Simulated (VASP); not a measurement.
# HfSi2 in VASP: single point with PBE

Aim: the single point of HfSi2 with PBE.

Everything below comes from runs of VASP 6.6.1. Logs are shortened: lines on timing, memory, paths and dates and some standing lists are left out, and cuts for length are marked.

### 1 The cell of the first run

The cell holds a slab with vacuum, 12 atoms: a = 3.660 Å, b = 3.683 Å, c = 27.487 Å, α = 90.00°, β = 90.00°, γ = 90.00°.

### 2 Single point, PBE

Contents of INCAR:

```
PREC = Accurate
ENCUT = 520
EDIFF = 1E-6
ISMEAR = 0
SIGMA = 0.1
LREAL = False
LASPH = True
NELM = 60
ALGO = Normal
ISIF = 2
LWAVE = False
LCHARG = False
LDIPOL = True
IDIPOL = 3
DIPOL = 0.5 0.5 0.494
GGA = PE
NBANDS = 48
```

Contents of KPOINTS:

```
regular mesh
0
Gamma
  10 10 1
```

Contents of POSCAR:

```
HfSi2
1.0
    3.6597919922      0.0000000000      0.0000000000
    0.0000000000      3.6825349252      0.0000000000
    0.0000000000      0.0000000000     27.4870251550
Si Hf
8 4
Direct
    0.2500000000      0.5000000000      0.2704626707
    0.7500000000      0.0000000000      0.2707227299
    0.2500000000      0.0000000000      0.3734175297
    0.7500000000      0.0000000000      0.4332098957
    0.2500000000      0.0000000000      0.5383342303
    0.7500000000      0.5000000000      0.5378029493
    0.2500000000      0.5000000000      0.6457273054
    0.7500000000      0.5000000000      0.7152374578
    0.7500000000      0.5000000000      0.3514955542
    0.2500000000      0.5000000000      0.4605470471
    0.7500000000      0.0000000000      0.6145236241
    0.2500000000      0.0000000000      0.7189297653
```

Potentials or basis: VASP PAW PBE potentials, release 64 (Si, Hf_pv).

Command:

```bash
$ cat potpaw_PBE.64/Si/POTCAR potpaw_PBE.64/Hf_pv/POTCAR > POTCAR
$ mpirun -np 1 vasp_std > vasp.out
```

OUTCAR:

```text
PREC = Accurate
   ENCUT = 520
   EDIFF = 1E-6
   ISMEAR = 0
   LREAL = False
   LASPH = True
   NELM = 60
   ISIF = 2
   GGA = PE

 ion  position               nearest neighbor table
   1  0.250  0.500  0.270-   2 2.60   2 2.60   2 2.60   2 2.60   9 2.88   9 2.88
   2  0.750  0.000  0.271-   1 2.60   1 2.60   1 2.60   1 2.60   9 2.88   9 2.88
   3  0.250  0.000  0.373-   4 2.46   4 2.46   9 2.66   9 2.66   9 2.66   9 2.66  10 3.02  10 3.02

   4  0.750  0.000  0.433-   3 2.46   3 2.46  10 2.70  10 2.70  10 2.70  10 2.70   9 2.90   9 2.90

   5  0.250  0.000  0.538-   6 2.60   6 2.60   6 2.60   6 2.60  11 2.78  11 2.78  10 2.82  10 2.82
[... 7 lines left out ...]
   9  0.750  0.500  0.351-   3 2.66   3 2.66   3 2.66   3 2.66   1 2.88   1 2.88   2 2.88   2 2.88
                             4 2.90   4 2.90  10 3.51  10 3.51
  10  0.250  0.500  0.461-   4 2.70   4 2.70   4 2.70   4 2.70   6 2.80   6 2.80   5 2.82   5 2.82
                             3 3.02   3 3.02   9 3.51   9 3.51
  11  0.750  0.000  0.615-   7 2.73   7 2.73   7 2.73   7 2.73   5 2.78   5 2.78   6 2.80   6 2.80
                             8 3.32   8 3.32  12 3.40  12 3.40
  12  0.250  0.000  0.719-   8 2.60   8 2.60   8 2.60   8 2.60   7 2.73   7 2.73  11 3.40  11 3.40

  LATTYP: Found a simple orthorhombic cell.
 ALAT       =     3.6597919922
 B/A-ratio  =     1.0062142693
 C/A-ratio  =     7.5105430072

  Lattice vectors:

 A1 = (   3.6597919922,   0.0000000000,   0.0000000000)
 A2 = (   0.0000000000,   3.6825349252,   0.0000000000)
 A3 = (   0.0000000000,   0.0000000000,  27.4870251550)

Analysis of symmetry for initial positions (statically):
=====================================================================
 Subroutine PRICEL returns:
 Original cell was already a primitive cell.

 Routine SETGRP: Setting up the symmetry group for a
 simple orthorhombic supercell.

 Subroutine GETGRP returns: Found  4 space group operations
 (whereof  2 operations were pure point group operations)
 out of a pool of  8 trial point group operations.

The static configuration has the point symmetry C_1h.
 The point group associated with its full space group is C_2v.

Analysis of symmetry for dynamics (positions and initial velocities):
=====================================================================
 Subroutine PRICEL returns:
 Original cell was already a primitive cell.

 Routine SETGRP: Setting up the symmetry group for a
 simple orthorhombic supercell.

 Subroutine GETGRP returns: Found  4 space group operations
 (whereof  2 operations were pure point group operations)
 out of a pool of  8 trial point group operations.

The dynamic configuration has the point symmetry C_1h.
 The point group associated with its full space group is C_2v.

 Subroutine INISYM returns: Found  4 space group operations
 (whereof  2 operations are pure point group operations),
 and found     1 'primitive' translations

----------------------------------------------------------------------------------------

                                     Primitive cell

  volume of cell :     370.4512

  direct lattice vectors                    reciprocal lattice vectors
     3.659791992  0.000000000  0.000000000     0.273239573  0.000000000  0.000000000
     0.000000000  3.682534925  0.000000000     0.000000000  0.271552075  0.000000000
     0.000000000  0.000000000 27.487025155     0.000000000  0.000000000  0.036380801

  length of vectors
     3.659791992  3.682534925 27.487025155     0.273239573  0.271552075  0.036380801

  position of ions in fractional coordinates (direct lattice)
     0.250000000  0.500000000  0.270462671
     0.750000000  0.000000000  0.270722730
     0.250000000  0.000000000  0.373417530
     0.750000000  0.000000000  0.433209896
     0.250000000  0.000000000  0.538334230
     0.750000000  0.500000000  0.537802949
     0.250000000  0.500000000  0.645727305
     0.750000000  0.500000000  0.715237458
     0.750000000  0.500000000  0.351495554
     0.250000000  0.500000000  0.460547047
     0.750000000  0.000000000  0.614523624
     0.250000000  0.000000000  0.718929765

  ion indices of the primitive-cell ions
   primitive index   ion index
                 1           1
                 2           2
                 3           3
[... 24 lines left out ...]

  Length of vectors
     0.027323957  0.027155207  0.036380801

  Shift w.r.t. Gamma in fractional coordinates (k-lattice)
     0.000000000  0.000000000  0.000000000

 Subroutine IBZKPT returns following result:
 ===========================================

 Found     36 irreducible k-points:

 Following reciprocal coordinates:
            Coordinates               Weight
  0.000000  0.000000  0.000000      1.000000
  0.100000  0.000000  0.000000      2.000000
  0.200000  0.000000  0.000000      2.000000
  0.300000  0.000000  0.000000      2.000000
  0.400000  0.000000  0.000000      2.000000
  0.500000  0.000000  0.000000      1.000000
[... 16 lines left out ...]
  0.400000  0.300000  0.000000      4.000000
  0.500000  0.300000  0.000000      2.000000
 [... further k-points ...]
   k-points           NKPTS =     36   k-points in BZ     NKDIM =     36   number of bands    NBANDS=     48
   number of dos      NEDOS =    301   number of ions     NIONS =     12
   total plane-waves  NPLWV = 164640
   dimension x,y,z NGX =    28 NGY =   28 NGZ =  210
   dimension x,y,z NGXF=    56 NGYF=   56 NGZF=  420
   ions per type =               8   4
   NGX,Y,Z   is equivalent  to a cutoff of  12.72, 12.64, 12.70 a.u.
   NGXF,Y,Z  is equivalent  to a cutoff of  25.44, 25.28, 25.40 a.u.
 SYSTEM =  unknown system
   PREC   = accura    normal or accurate (medium, high low for compatibility)
   ISTART =      0    job   : 0-new  1-cont  2-samecut
   ICHARG =      2    charge: 1-file 2-atom 10-const
   ISPIN  =      1    spin polarized calculation?
   LNONCOLLINEAR =      F non collinear calculations
   LSORBIT =      F    spin-orbit coupling
   LASPH  =      T    aspherical Exc in radial PAW
   ENCUT  =  520.0 eV  38.22 Ry    6.18 a.u.   6.80  6.85 51.11*2*pi/ulx,y,z
   NELM   =     60;   NELMIN=  2; NELMDL= -5     # of ELM steps
   EDIFF  = 0.1E-05   stopping-criterion for ELM
   LREAL  =      F    real-space projection
   EDIFFG = 0.1E-04   stopping-criterion for IOM
   NSW    =      0    number of steps for IOM
   IBRION =     -1    ionic relax: 0-MD 1-quasi-New 2-CG
   NFREE  =      0    steps in history (QN), initial steepest desc. (CG)
   ISIF   =      2    stress and relaxation
   ISYM   =      2    0-nonsym 1-usesym 2-fastsym
   POTIM  = 0.5000    time-step for ionic-motion
   TEBEG  =    0.0;   TEEND  =   0.0 temperature during run
   PSTRESS=    0.0 pullay stress
   NELECT =      72.0000    total number of electrons
   NUPDOWN=      -1.0000    fix difference up-down
   EMIN   =  10.00;   EMAX   =-10.00  energy-range for DOS
   EFERMI =   0.00;   METHOD = LEGACY
   ISMEAR =     0;   SIGMA  =   0.10  broadening in eV -4-tet -1-fermi 0-gaus
   EFERMI_NEDOS =   21; number of points for ismear=-14 and -15
   IALGO  =     38    algorithm
   IMIX   =      4    mixing-type and parameters
     AMIX     =   0.40;   BMIX     =  1.00
     AMIX_MAG =   1.60;   BMIX_MAG =  1.00
  volume/ion in A,a.u.               =      30.87       208.33
  Fermi-wavevector in a.u.,A,eV,Ry     =   0.948292  1.792012 12.235139  0.899257
  Thomas-Fermi vector in A             =   2.076466
   LORBIT       =      0    0 simple, 1 ext, 2 COOP (PROOUT), +10 PAW based schemes
   GGA     = PE    functional components
   LHFCALC =     F    Hartree Fock is set to
   AEXX    =    0.0000 exact exchange contribution
   IVDW    =     0    specifies the selected vdW correction
   LEPSILON=     F    determine dielectric tensor
   LRPA    =     F    only Hartree local field effects (RPA)
 non-spin polarized calculation
 Gauss-broadening in eV      SIGMA  =   0.10
  energy-cutoff  :      520.00
  volume of cell :      370.45
 maximum number of plane-waves:     10036
 NGX is ok and might be reduce to    28
   NGX = 13   NGY = 13   NGZ =103

 dipolmoment           0.000000      0.000000      0.206220 electrons x Angstroem

 number of electron      71.9999992 magnetization

 dipolmoment           0.000000      0.000000     -0.115131 electrons x Angstroem

 Free energy of the ion-electron system (eV)
  ---------------------------------------------------
  ext. energy  EPLUGINS =         0.00000000
  ---------------------------------------------------
  free energy    TOTEN  =       -86.55539862 eV

  energy without entropy =      -86.52491784  energy(sigma->0) =      -86.54015823

 E-fermi :   2.1256     XC(G=0):  -6.7310

 val. band max:        2.1217171859   @ k =   0.0000   0.4000   0.0000
 cond. band min:       2.1435279941   @ k =   0.1000   0.0000   0.0000
 fundamental gap:      0.0218108082
 Fermi energy:         2.1256080315

 k-point     1 :       0.0000    0.0000    0.0000
  band No.  band energies     occupation
      1     -28.5934      2.00000
      2     -28.3827      2.00000
      3     -28.3112      2.00000
      4     -28.3060      2.00000
      5     -28.2929      2.00000
      6     -28.2730      2.00000
[... 1213 lines left out ...]
     47       6.0018      0.00000
     48       6.0960      0.00000

 [... further k-points ...]

------------------------ aborting loop because EDIFF is reached ----------------------------------------

 vacuum level on the upper side and lower side of the slab       (xc-potential included)        -1.384        -0.023

  FORCE on cell =-STRESS in cart. coord.  units (eV):
  Direction    XX          YY          ZZ          XY          YZ          ZX
  --------------------------------------------------------------------------------------
  -------------------------------------------------------------------------------------
  Total       -2.9573350     -0.1196633     -0.2313312      0.0000000      0.0000000      0.0000000
  in kB      -12.7902811     -0.5175360     -1.0004926      0.0000000      0.0000000      0.0000000
  external PRESSURE =      -4.7694365 kB  Pullay stress =       0.0000000 kB

 VOLUME and BASIS-vectors are now :
 -----------------------------------------------------------------------------
  energy-cutoff  :      520.00
  volume of cell :      370.45
      direct lattice vectors                 reciprocal lattice vectors
     3.659791992  0.000000000  0.000000000     0.273239573  0.000000000  0.000000000
     0.000000000  3.682534925  0.000000000     0.000000000  0.271552075  0.000000000
     0.000000000  0.000000000 27.487025155     0.000000000  0.000000000  0.036380801

 POSITION                                       TOTAL-FORCE (eV/Angst)
 -----------------------------------------------------------------------------------
      0.91495      1.84127      7.43421         0.000000      0.000000     -0.001771
      2.74484      0.00000      7.44136         0.000000      0.000000      0.000210
      0.91495      0.00000     10.26414         0.000000      0.000000      0.023248
      2.74484      0.00000     11.90765         0.000000      0.000000     -0.022085
      0.91495      0.00000     14.79721         0.000000      0.000000      0.009393
      2.74484      1.84127     14.78260         0.000000      0.000000      0.008897
      0.91495      1.84127     17.74912         0.000000      0.000000      0.007182
      2.74484      1.84127     19.65975         0.000000      0.000000     -0.015365
      2.74484      1.84127      9.66157         0.000000      0.000000     -0.004980
      0.91495      1.84127     12.65907         0.000000      0.000000     -0.010310
      2.74484      0.00000     16.89143         0.000000      0.000000      0.013071
      0.91495      0.00000     19.76124         0.000000      0.000000     -0.007489
 -----------------------------------------------------------------------------------
    total drift:                                0.000000     -0.000000      0.011976

  FREE ENERGIE OF THE ION-ELECTRON SYSTEM (eV)
  ---------------------------------------------------
  free  energy   TOTEN  =       -86.5553986180 eV

  energy  without entropy=      -86.5249178373  energy(sigma->0) =      -86.54015823

 vacuum level on the upper side and lower side of the slab         5.169         6.601
```

Run time: 27 min. Hardware: 1 thread of Intel Xeon 6975P-C (Granite Rapids), shared host; peak memory 0.74 GiB.

Results:

```
Free energy            : -86.5554 eV
Largest force          : 0.023 eV/Å
Band gap on the k mesh : zero (band 36 reaches 2.73 eV, above the bottom of band 37 at 1.64 eV)
```

Forces on the atoms (eV/Å):
```
Si   0.000  0.000 -0.002
Si   0.000  0.000  0.000
Si   0.000  0.000  0.023
Si   0.000  0.000 -0.022
Si   0.000  0.000  0.009
Si   0.000  0.000  0.009
Si   0.000  0.000  0.007
Si   0.000  0.000 -0.015
Hf   0.000  0.000 -0.005
Hf   0.000  0.000 -0.010
Hf   0.000  0.000  0.013
Hf   0.000  0.000 -0.007
```

Levels at points of the mesh, in eV from the Fermi level:
```tsv
k point	band 32	band 33	band 34	band 35	band 36	band 37	band 38	band 39	band 40	band 41
(0.00, 0.00, 0.00)	-1.38	-1.37	-1.22	-0.31	0.06	0.91	1.37	1.53	1.78	1.83
(0.50, 0.00, 0.00)	-1.44	-0.24	-0.23	-0.16	0.33	0.72	0.81	1.18	1.41	1.50
(0.00, 0.50, 0.00)	-0.91	-0.58	-0.11	-0.09	-0.04	0.17	0.38	1.28	1.50	1.54
(0.50, 0.50, 0.00)	-2.46	-1.94	-1.88	-0.50	-0.48	-0.41	-0.27	2.47	2.50	2.65
```

Caveat: spin-orbit coupling is left out, which moves the levels of the heavy elements.
